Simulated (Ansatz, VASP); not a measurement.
# One calculation of SbS4, two programs

```
Sb S
1.0
    -3.10306    3.10306    3.10306
     3.10306   -3.10306    3.10306
     3.10306    3.10306   -3.10306
Sb S
1 4
Direct
  0.00000 0.00000 0.00000
  0.50000 0.50000 0.50000
  0.00000 0.00000 0.50000
  0.00000 0.50000 0.00000
  0.50000 0.00000 0.00000
```

Alike in both runs: task single point; functional PBE; k mesh 4 × 4 × 4; occupations gaussian, width 0.1 eV; no spin polarisation.

|  | VASP | Ansatz |
| --- | --- | --- |
| version | VASP 6.6.1 | Ansatz 0.2.0 |
| potentials or method | VASP PAW PBE potentials, release 64 (Sb, S), cutoff 520 eV | scalar-relativistic, plane waves, PAW |
| valence electrons in the cell | 29 | 39 |

VASP gave:

```
gap on the k mesh at the Fermi level (eV) : none
pressure (GPa)                            : -0.8
```

Q: Which values does Ansatz return?

A: gap on the k mesh at the Fermi level (eV): none; pressure (GPa): -0.6.

A gap of «none» marks a metal or a gap that the smearing closes. VASP's potentials hold 29 valence electrons a cell and Ansatz's 39, so a difference there can come from the potentials and not from the codes.

Neither program's run includes spin-orbit coupling.
